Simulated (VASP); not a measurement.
# WSe2 (P6_3/mmc) in VASP: a series of runs

The runs below take WSe2 through single point, with PBEsol.

Program: VASP 6.6.1. These are calculated values, not measurements. Logs are shortened: lines on timing, memory, paths and dates and some standing lists are left out, and cuts for length are marked.

### Step 1. The cell of the first run

The structure is hexagonal, space group P6_3/mmc (No. 194). Conventional cell: a = 3.300 Å, b = 3.300 Å, c = 13.149 Å, α = 90.00°, β = 90.00°, γ = 120.00°. W (site symmetry -6m2) has 6 Se at 2.53 Å and 6 W at 3.30 Å within 3.3 Å. Within 3.3 Å of Se (site symmetry 3m) lie 3 W at 2.53 Å and 6 Se at 3.30 Å.

### Step 2. Single point, PBEsol

INCAR

```
SYSTEM = WSe2
PREC = Accurate
ENCUT = 520
EDIFF = 1E-6
ISMEAR = 0
SIGMA = 0.01
LREAL = .FALSE.
LASPH = .TRUE.
NELM = 80
ALGO = Normal
ISIF = 2
LWAVE = .FALSE.
LCHARG = .FALSE.
GGA = PS
NBANDS = 35
```

KPOINTS

```
regular mesh
0
G
  6 6 2
  0 0 0
```

POSCAR

```
WSe2
1.0
    3.2996674443      0.0000000000      0.0000000000
   -1.6498337221      2.8575958308      0.0000000000
    0.0000000000      0.0000000000     13.1487009308
W Se
2 4
Direct
    0.3333333333      0.6666666667      0.2500000000
    0.6666666667      0.3333333333      0.7500000000
    0.6666666667      0.3333333333      0.3766602599
    0.6666666667      0.3333333333      0.1233397401
    0.3333333333      0.6666666667      0.8766602599
    0.3333333333      0.6666666667      0.6233397401
```

Potentials or basis: VASP PAW PBE potentials, release 64 (W_sv, Se).

Command:

```sh
> cat potpaw_PBE.64/W_sv/POTCAR potpaw_PBE.64/Se/POTCAR > POTCAR
> mpirun -np 1 vasp_std > vasp.out
```

OUTCAR:

```text
SYSTEM = WSe2
   PREC = Accurate
   ENCUT = 520
   EDIFF = 1E-6
   ISMEAR = 0
   LREAL = .FALSE.
   LASPH = .TRUE.
   NELM = 80
   ISIF = 2
   GGA = PS

 ion  position               nearest neighbor table
   1  0.333  0.667  0.250-   3 2.53   4 2.53   3 2.53   4 2.53   3 2.53   4 2.53
   2  0.667  0.333  0.750-   5 2.53   6 2.53   5 2.53   6 2.53   5 2.53   6 2.53
   3  0.667  0.333  0.377-   1 2.53   1 2.53   1 2.53
   4  0.667  0.333  0.123-   1 2.53   1 2.53   1 2.53
   5  0.333  0.667  0.877-   2 2.53   2 2.53   2 2.53
   6  0.333  0.667  0.623-   2 2.53   2 2.53   2 2.53

  LATTYP: Found a hexagonal cell.
 ALAT       =     3.2996674443
 C/A-ratio  =     3.9848563992

  Lattice vectors:

 A1 = (   3.2996674443,   0.0000000000,   0.0000000000)
 A2 = (  -1.6498337221,   2.8575958308,   0.0000000000)
 A3 = (   0.0000000000,   0.0000000000,  13.1487009308)

Analysis of symmetry for initial positions (statically):
=====================================================================
 Subroutine PRICEL returns:
 Original cell was already a primitive cell.

 Routine SETGRP: Setting up the symmetry group for a
 hexagonal supercell.

 Subroutine GETGRP returns: Found 24 space group operations
 (whereof 12 operations were pure point group operations)
 out of a pool of 24 trial point group operations.

The static configuration has the point symmetry D_3d.
 The point group associated with its full space group is D_6h.

Analysis of symmetry for dynamics (positions and initial velocities):
=====================================================================
 Subroutine PRICEL returns:
 Original cell was already a primitive cell.

 Routine SETGRP: Setting up the symmetry group for a
 hexagonal supercell.

 Subroutine GETGRP returns: Found 24 space group operations
 (whereof 12 operations were pure point group operations)
 out of a pool of 24 trial point group operations.

The dynamic configuration has the point symmetry D_3d.
 The point group associated with its full space group is D_6h.

 Subroutine INISYM returns: Found 24 space group operations
 (whereof 12 operations are pure point group operations),
 and found     1 'primitive' translations

----------------------------------------------------------------------------------------

                                     Primitive cell

  volume of cell :     123.9806

  direct lattice vectors                    reciprocal lattice vectors
     3.299667444  0.000000000  0.000000000     0.303060844  0.174972260  0.000000000
    -1.649833722  2.857595831  0.000000000     0.000000000  0.349944520  0.000000000
     0.000000000  0.000000000 13.148700931     0.000000000  0.000000000  0.076053141

  length of vectors
     3.299667444  3.299667444 13.148700931     0.349944520  0.349944520  0.076053141

  position of ions in fractional coordinates (direct lattice)
     0.333333333  0.666666667  0.250000000
     0.666666667  0.333333333  0.750000000
     0.666666667  0.333333333  0.376660260
     0.666666667  0.333333333  0.123339740
     0.333333333  0.666666667  0.876660260
     0.333333333  0.666666667  0.623339740

  ion indices of the primitive-cell ions
   primitive index   ion index
                 1           1
                 2           2
                 3           3
                 4           4
                 5           5
                 6           6

----------------------------------------------------------------------------------------

 KPOINTS: regular mesh

Automatic generation of k-mesh.
 Grid dimensions read from file:
 generate k-points for:    6    6    2

 Generating k-lattice:

  Cartesian coordinates                     Fractional coordinates (reciprocal lattice)
     0.050510141  0.029162043  0.000000000     0.166666667 -0.000000000  0.000000000
     0.000000000  0.058324087  0.000000000     0.000000000  0.166666667  0.000000000
     0.000000000  0.000000000  0.038026570     0.000000000  0.000000000  0.500000000

  Length of vectors
     0.058324087  0.058324087  0.038026570

  Shift w.r.t. Gamma in fractional coordinates (k-lattice)
     0.000000000  0.000000000  0.000000000

 Subroutine IBZKPT returns following result:
 ===========================================

 Found     14 irreducible k-points:

 Following reciprocal coordinates:
            Coordinates               Weight
  0.000000  0.000000  0.000000      1.000000
  0.166667 -0.000000  0.000000      6.000000
  0.333333  0.000000  0.000000      6.000000
  0.500000 -0.000000  0.000000      3.000000
  0.166667  0.166667  0.000000      6.000000
  0.333333  0.166667  0.000000     12.000000
  0.333333  0.333333  0.000000      2.000000
  0.000000  0.000000  0.500000      1.000000
  0.166667 -0.000000  0.500000      6.000000
  0.333333  0.000000  0.500000      6.000000
  0.500000 -0.000000  0.500000      3.000000
  0.166667  0.166667  0.500000      6.000000
  0.333333  0.166667  0.500000     12.000000
  0.333333  0.333333  0.500000      2.000000
   k-points           NKPTS =     14   k-points in BZ     NKDIM =     14   number of bands    NBANDS=     35
   number of dos      NEDOS =    301   number of ions     NIONS =      6
   total plane-waves  NPLWV =  76832
   dimension x,y,z NGX =    28 NGY =   28 NGZ =   98
   dimension x,y,z NGXF=    56 NGYF=   56 NGZF=  196
   ions per type =               2   4
   NGX,Y,Z   is equivalent  to a cutoff of  14.11, 14.11, 12.39 a.u.
   NGXF,Y,Z  is equivalent  to a cutoff of  28.21, 28.21, 24.78 a.u.
 SYSTEM =  WSe2
   PREC   = accura    normal or accurate (medium, high low for compatibility)
   ISTART =      0    job   : 0-new  1-cont  2-samecut
   ICHARG =      2    charge: 1-file 2-atom 10-const
   ISPIN  =      1    spin polarized calculation?
   LNONCOLLINEAR =      F non collinear calculations
   LSORBIT =      F    spin-orbit coupling
   LASPH  =      T    aspherical Exc in radial PAW
   ENCUT  =  520.0 eV  38.22 Ry    6.18 a.u.   6.14  6.14 24.45*2*pi/ulx,y,z
   NELM   =     80;   NELMIN=  2; NELMDL= -5     # of ELM steps
   EDIFF  = 0.1E-05   stopping-criterion for ELM
   LREAL  =      F    real-space projection
   EDIFFG = 0.1E-04   stopping-criterion for IOM
   NSW    =      0    number of steps for IOM
   IBRION =     -1    ionic relax: 0-MD 1-quasi-New 2-CG
   NFREE  =      0    steps in history (QN), initial steepest desc. (CG)
   ISIF   =      2    stress and relaxation
   ISYM   =      2    0-nonsym 1-usesym 2-fastsym
   POTIM  = 0.5000    time-step for ionic-motion
   TEBEG  =    0.0;   TEEND  =   0.0 temperature during run
   PSTRESS=    0.0 pullay stress
   NELECT =      52.0000    total number of electrons
   NUPDOWN=      -1.0000    fix difference up-down
   EMIN   =  10.00;   EMAX   =-10.00  energy-range for DOS
   EFERMI =   0.00;   METHOD = LEGACY
   ISMEAR =     0;   SIGMA  =   0.01  broadening in eV -4-tet -1-fermi 0-gaus
   EFERMI_NEDOS =   21; number of points for ismear=-14 and -15
   IALGO  =     38    algorithm
   IMIX   =      4    mixing-type and parameters
     AMIX     =   0.40;   BMIX     =  1.00
     AMIX_MAG =   1.60;   BMIX_MAG =  1.00
  volume/ion in A,a.u.               =      20.66       139.44
  Fermi-wavevector in a.u.,A,eV,Ry     =   1.225438  2.315742 20.431845  1.501698
  Thomas-Fermi vector in A             =   2.360476
   LORBIT       =      0    0 simple, 1 ext, 2 COOP (PROOUT), +10 PAW based schemes
   GGA     = PS    functional components
   LHFCALC =     F    Hartree Fock is set to
   AEXX    =    0.0000 exact exchange contribution
   IVDW    =     0    specifies the selected vdW correction
   LEPSILON=     F    determine dielectric tensor
   LRPA    =     F    only Hartree local field effects (RPA)
 non-spin polarized calculation
 Gauss-broadening in eV      SIGMA  =   0.01
  energy-cutoff  :      520.00
  volume of cell :      123.98
 maximum number of plane-waves:      3378
 NGX is ok and might be reduce to    28
   NGX = 13   NGY = 13   NGZ = 49

 number of electron      51.9999996 magnetization

 Free energy of the ion-electron system (eV)
  ---------------------------------------------------
  ext. energy  EPLUGINS =         0.00000000
  ---------------------------------------------------
  free energy    TOTEN  =       -46.53699094 eV

  energy without entropy =      -46.53699094  energy(sigma->0) =      -46.53699094

 E-fermi :   5.9877     XC(G=0): -10.7801

 val. band max:        5.8990457564   @ k =   0.0000   0.0000   0.0000
 cond. band min:       6.9032478481   @ k =   0.1667   0.1667   0.0000
 fundamental gap:      1.0042020918
 Fermi energy:         5.9877476748

 k-point     1 :       0.0000    0.0000    0.0000
  band No.  band energies     occupation
      1     -68.3798      2.00000
      2     -68.3798      2.00000
      3     -32.6267      2.00000
      4     -32.6267      2.00000
      5     -32.5012      2.00000
      6     -32.5012      2.00000
[... 27 lines left out ...]
     34       8.8539      0.00000
     35      10.2466      0.00000

 k-point     2 :       0.1667   -0.0000    0.0000
  band No.  band energies     occupation
      1     -68.3773      2.00000
      2     -68.3773      2.00000
      3     -32.6156      2.00000
      4     -32.6156      2.00000
      5     -32.5588      2.00000
      6     -32.5588      2.00000
[... 27 lines left out ...]
     34       9.2434      0.00000
     35      11.8213      0.00000

 k-point     3 :       0.3333    0.0000    0.0000
  band No.  band energies     occupation
      1     -68.3723      2.00000
      2     -68.3723      2.00000
      3     -32.6721      2.00000
      4     -32.6721      2.00000
      5     -32.5935      2.00000
      6     -32.5935      2.00000
[... 27 lines left out ...]
     34      10.0480      0.00000
     35      11.2489      0.00000
[... 343 lines left out ...]
 k-point    13 :       0.3333    0.1667    0.5000
  band No.  band energies     occupation
      1     -68.3698      2.00000
      2     -68.3698      2.00000
      3     -32.6996      2.00000
      4     -32.6996      2.00000
      5     -32.5841      2.00000
      6     -32.5841      2.00000
[... 27 lines left out ...]
     34       9.9697      0.00000
     35      11.3386      0.00000

 k-point    14 :       0.3333    0.3333    0.5000
  band No.  band energies     occupation
      1     -68.3686      2.00000
      2     -68.3686      2.00000
      3     -32.6716      2.00000
      4     -32.6716      2.00000
      5     -32.6473      2.00000
      6     -32.6473      2.00000
[... 27 lines left out ...]
     34      10.2686      0.00000
     35      11.9705      0.00000

------------------------ aborting loop because EDIFF is reached ----------------------------------------

  FORCE on cell =-STRESS in cart. coord.  units (eV):
  Direction    XX          YY          ZZ          XY          YZ          ZX
  --------------------------------------------------------------------------------------
  -------------------------------------------------------------------------------------
  Total       -1.3136885     -1.3136885      0.1785077     -0.0000000      0.0000000     -0.0000000
  in kB      -16.9765386    -16.9765386      2.3068196     -0.0000000      0.0000000     -0.0000000
  external PRESSURE =     -10.5487525 kB  Pullay stress =       0.0000000 kB

 VOLUME and BASIS-vectors are now :
 -----------------------------------------------------------------------------
  energy-cutoff  :      520.00
  volume of cell :      123.98
      direct lattice vectors                 reciprocal lattice vectors
     3.299667444  0.000000000  0.000000000     0.303060844  0.174972260  0.000000000
    -1.649833722  2.857595831  0.000000000     0.000000000  0.349944520  0.000000000
     0.000000000  0.000000000 13.148700931     0.000000000  0.000000000  0.076053141

 POSITION                                       TOTAL-FORCE (eV/Angst)
 -----------------------------------------------------------------------------------
     -0.00000      1.90506      3.28718         0.000000      0.000000      0.000000
      1.64983      0.95253      9.86153        -0.000000     -0.000000      0.000000
      1.64983      0.95253      4.95259         0.000000      0.000000      0.024531
      1.64983      0.95253      1.62176         0.000000      0.000000     -0.024531
     -0.00000      1.90506     11.52694         0.000000     -0.000000      0.024531
     -0.00000      1.90506      8.19611        -0.000000     -0.000000     -0.024531
 -----------------------------------------------------------------------------------
    total drift:                               -0.000000      0.000000     -0.000000

  FREE ENERGIE OF THE ION-ELECTRON SYSTEM (eV)
  ---------------------------------------------------
  free  energy   TOTEN  =       -46.5369909422 eV

  energy  without entropy=      -46.5369909422  energy(sigma->0) =      -46.53699094
```

Run time: 55 s. Hardware: 1 thread of Intel Xeon Platinum 8559C (Emerald Rapids), shared host; peak memory 0.27 GiB.

Results:

* Free energy: -46.5370 eV
* Pressure: -1.1 GPa
* Largest force: 0.025 eV/Å
* Band gap on the k mesh: 1.00 eV, indirect (least direct gap 1.48 eV)

Forces on the atoms (eV/Å):
```
W    0.000  0.000  0.000
W    0.000  0.000  0.000
Se   0.000  0.000  0.025
Se   0.000  0.000 -0.025
Se   0.000  0.000  0.025
Se   0.000  0.000 -0.025
```

Stress tensor (GPa, compression positive):
```
-1.70  0.00  0.00
 0.00 -1.70  0.00
 0.00  0.00  0.23
```

Levels at points of the mesh, in eV from the valence-band top:
```
           k point  band 22  band 23  band 24  band 25  band 26  band 27  band 28  band 29  band 30  band 31
(0.00, 0.00, 0.00)    -1.53    -1.53    -1.13    -1.05     0.00     2.64     2.64     2.68     2.68     2.78
(0.50, 0.00, 0.00)    -2.36    -1.40    -1.34    -1.26    -1.14     2.09     2.13     2.31     2.61     2.97
(0.00, 0.00, 0.50)    -1.55    -1.55    -1.55    -0.22    -0.22     2.65     2.65     2.65     2.65     2.88
(0.50, 0.00, 0.50)    -2.47    -1.32    -1.32    -1.24    -1.24     2.11     2.11     2.49     2.49     3.34
```

Caveat: the PAW data sets were made with another functional, which shifts forces and pressure a little; spin-orbit coupling is left out, which moves the levels of the heavy elements; this functional lacks dispersion, which binds the layers, so the pressure and a relaxed spacing across them are unreliable. A hybrid or GW would open this gap; PBEsol tends to underestimate it.

[end of part 1 of 2]
